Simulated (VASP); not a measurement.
# CuO (C2/c) in VASP: notebook, part 2 of 2

VASP 6.6.1. The steps go on from the part before.

### 5 Single point, LDA

This run uses another cell than the first one, of 10.13 Å³/atom.

File INCAR:

```
SYSTEM = CuO
PREC = Accurate
ENCUT = 820
EDIFF = 1E-6
ISMEAR = -1
SIGMA = 0.05
LREAL = .False.
LASPH = .True.
NELM = 120
ALGO = Normal
ISIF = 2
LWAVE = .False.
LCHARG = .True.
GGA = CA
LELF = .True.
LVHAR = .True.
NBANDS = 33
GGA_COMPAT = .False.
```

File KPOINTS:

```
regular mesh
0
Gamma
  10 10 5
  0 0 0
```

File POSCAR:

```
CuO
1.0
    2.3418500000     -1.7113000000      0.0000000000
    2.3418500000      1.7113000000      0.0000000000
   -0.8500274268      0.0000000000      5.0578693947
Cu O
2 2
Direct
    0.5000000000      0.0000000000      0.5000000000
    0.0000000000      0.5000000000      0.0000000000
    0.4184000000      0.5816000000      0.7500000000
    0.5816000000      0.4184000000      0.2500000000
```

Potentials or basis: VASP PAW LDA potentials, release 64 (Cu_sv_GW, O).

Started as:

```sh
$ cat potpaw_LDA.64/Cu_sv_GW/POTCAR potpaw_LDA.64/O/POTCAR > POTCAR
$ mpirun -np 1 vasp_std > vasp.out
```

Run time: 5.8 min. Hardware: 1 thread of Intel Xeon Platinum 8259CL at 2.50GHz (Skylake/Cascade Lake), shared host; peak memory 0.43 GiB.

It converged, with:

```
Free energy            : -23.4796 eV
Pressure               : -9.9 GPa
Largest force          : 0.446 eV/Å
Band gap on the k mesh : zero (bands 25 and 26 overlap by 0.60 eV)
```

Forces in eV/Å, atoms in the order of the input:
```
Cu   0.000  0.000  0.000
Cu   0.000  0.000  0.000
O    0.000 -0.446  0.000
O    0.000  0.446  0.000
```

Stress tensor (GPa, compression positive):
```
-10.81   0.00   0.25
  0.00  -6.12   0.00
  0.25   0.00 -12.62
```

Levels at points of the mesh, in eV from the Fermi level:
```tsv
k point	band 22	band 23	band 24	band 25	band 26	band 27	band 28	band 29
(0.00, 0.00, 0.00)	-2.22	-2.16	-1.64	0.23	0.95	1.71	5.92	8.04
(0.50, 0.00, 0.00)	-1.59	-1.50	-1.41	0.00	0.25	4.70	6.20	6.85
(0.50, 0.50, 0.00)	-2.13	-1.68	-1.21	-0.65	1.07	3.21	6.92	8.36
```

Caveat: the stress differs along the axes, from -13 to -6 GPa; semilocal functionals often make such compounds metallic where correlation or magnetic order opens a gap, which also shifts bond lengths. With open d or f shells a metallic result of LDA can be an artefact of self-interaction; +U or a hybrid may open a gap.

### 6 Single point, PBE+D3(BJ)

This run uses another cell than the first one, of 9.73 Å³/atom.

File INCAR:

```
PREC     = Accurate       # precision mode
ENCUT    = 820            # plane-wave cutoff, eV
EDIFF    = 1E-6           # SCF threshold, eV
ISMEAR   = -1             # smearing method
SIGMA    = 0.05           # smearing width, eV
LREAL    = F              # projectors in reciprocal space
LASPH    = T              # aspherical terms in the spheres
NELM     = 120            # most SCF steps
ALGO     = Normal         # electronic algorithm
ISIF     = 2              # what is computed and relaxed
LWAVE    = F              # write WAVECAR
LCHARG   = F              # write CHGCAR
GGA      = PE             # functional
IVDW     = 12             # dispersion correction
NBANDS   = 33             # bands
GGA_COMPAT= F
```

File KPOINTS:

```
Automatic mesh
0
Gamma
  10 10 5
```

File POSCAR:

```
CuO
1.0
    2.3101994985     -1.6881714891      0.0000000000
    2.3101994985      1.6881714891      0.0000000000
   -0.8385391614      0.0000000000      4.9895114286
Cu O
2 2
Direct
    0.5000000000      0.0000000000      0.5000000000
    0.0000000000      0.5000000000      0.0000000000
    0.4184000000      0.5816000000      0.7500000000
    0.5816000000      0.4184000000      0.2500000000
```

Potentials or basis: VASP PAW PBE potentials, release 64 (Cu_sv_GW, O).

Started as:

```sh
$ cat potpaw_PBE.64/Cu_sv_GW/POTCAR potpaw_PBE.64/O/POTCAR > POTCAR
$ mpirun -np 1 vasp_std > vasp.out
```

It took 6.8 min on 1 thread of Intel Xeon Platinum 8375C at 2.90GHz (Ice Lake), shared host; peak memory 0.45 GiB.

Results (log left out):

| Quantity | Value |
| --- | --- |
| Free energy | -20.7761 eV |
| Pressure | 8.4 GPa |
| Largest force | 0.118 eV/Å |
| Band gap on the k mesh | zero (bands 25 and 26 overlap by 0.60 eV) |
| Dispersion energy per atom | -0.295 eV |

Forces on the atoms (eV/Å):
```
Cu   0.000  0.000  0.000
Cu   0.000  0.000  0.000
O    0.000 -0.118  0.000
O    0.000  0.118  0.000
```

Stress tensor (GPa, compression positive):
```
 8.43  0.00 -2.24
 0.00  7.77  0.00
-2.24  0.00  8.91
```

Levels at points of the mesh, in eV from the Fermi level:
| k point | band 23 | band 24 | band 25 | band 26 | band 27 | band 28 |
| --- | --- | --- | --- | --- | --- | --- |
| (0.00, 0.00, 0.00) | -2.30 | -1.76 | 0.21 | 0.98 | 1.83 | 6.02 |
| (0.50, 0.00, 0.00) | -1.63 | -1.50 | 0.00 | 0.25 | 4.79 | 6.42 |
| (0.50, 0.50, 0.00) | -1.69 | -1.29 | -0.71 | 1.11 | 3.17 | 7.20 |

Caveat: the cell stands under pressure; semilocal functionals often make such compounds metallic where correlation or magnetic order opens a gap, which also shifts bond lengths.

### 7 The runs side by side

| level | potentials or basis | cell | gap on the mesh (eV) | pressure (GPa) | largest force (eV/Å) |
| --- | --- | --- | --- | --- | --- |
| RPBE+D3(BJ) | VASP PAW PBE potentials, release 64 (Cu_sv_GW, O) | a = 2.881, b = 2.881, c = 5.094 Å, angles 97.7, 97.7, 72.3°, 4 atoms | none | -9.5 | 0.07 |
| LDA | VASP PAW LDA potentials, release 64 (Cu_sv_GW, O) | a = 2.939, b = 2.939, c = 5.196 Å, angles 97.7, 97.7, 72.3°, 4 atoms | none | -15.7 | 0.56 |
| revPBE | VASP PAW PBE potentials, release 64 (Cu_sv_GW, O) | a = 2.900, b = 2.900, c = 5.129 Å, angles 97.7, 97.7, 72.3°, 4 atoms | none | 9.0 | 0.21 |
| LDA | VASP PAW LDA potentials, release 64 (Cu_sv_GW, O) | a = 2.900, b = 2.900, c = 5.129 Å, angles 97.7, 97.7, 72.3°, 4 atoms | none | -9.9 | 0.45 |
| PBE+D3(BJ) | VASP PAW PBE potentials, release 64 (Cu_sv_GW, O) | a = 2.861, b = 2.861, c = 5.059 Å, angles 97.7, 97.7, 72.3°, 4 atoms | none | 8.4 | 0.12 |

Alike in all rows: task single point; no spin polarisation; k mesh 10 × 10 × 5; cutoff (eV) 820; smearing fermi-dirac 0.05 eV.

Caveats: semilocal functionals often make such compounds metallic where correlation or magnetic order opens a gap, which also shifts bond lengths; the PAW data sets were made with another functional, which shifts forces and pressure a little (at least some runs); the cell stands under pressure (at least some runs); the cell stands under tension (at least some runs); the dispersion term is far too large for a dense solid, which distorts pressure and volume (at least some runs); the stress differs along the axes, from -20 to -11 GPa (at least some runs); the stress differs along the axes, from -13 to -6 GPa (at least some runs).

Total energies depend on the potentials used, so only differences within one code and one set of settings carry meaning.
